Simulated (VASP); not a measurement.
# InSb: single point with PBE

InSb:

```
In Sb
1.0
     5.02956    0.00000    0.00000
    -2.51478    4.35573    0.00000
     0.00000    0.00000    6.20579
In Sb
2 2
Cartesian
  0.0000 2.9038 1.5514
  2.5148 1.4519 4.6543
  2.5148 1.4519 1.5514
  0.0000 2.9038 4.6543
```

| Quantity | Value |
| --- | --- |
| Program | VASP 6.6.1 |
| Task | single point |
| Functional | PBE |
| Potentials or basis | VASP PAW PBE potentials, release 64 (In_d, Sb) |
| Cutoff | 500 eV |
| k mesh | 4 × 4 × 4 |
| Occupations | fermi-dirac, width 0.02 eV |
| Spin | no spin polarisation |

* Pressure: 1.2 GPa
* Band gap on the k mesh: zero (bands 18 and 19 overlap by 0.88 eV)

Stress tensor (GPa, compression positive):
```
1.87 0.00 0.00
0.00 1.87 0.00
0.00 0.00 0.00
```

Levels at points of the mesh, in eV from the Fermi level:
```tsv
k point	band 15	band 16	band 17	band 18	band 19	band 20	band 21	band 22
(0.00, 0.00, 0.00)	-1.76	-1.76	-0.25	0.05	0.05	0.31	2.48	2.48
(0.50, 0.00, 0.00)	-2.77	-2.69	-1.56	-0.62	-0.35	2.30	4.90	5.23
(0.00, 0.00, 0.50)	-0.96	-0.96	-0.96	-0.96	0.56	0.56	3.08	3.08
(0.50, 0.00, 0.50)	-1.84	-1.84	-0.11	-0.11	1.65	1.65	2.99	2.99
```

Wall time 72 s on 1 thread of Intel Xeon 8259CL, with other jobs on the host, peak memory 0.27 GiB.

Caveat: the k points lie up to 0.36 Å⁻¹ apart, too coarse for converged energies and pressures of a metal; spin-orbit coupling is left out, which moves the levels of the heavy elements.
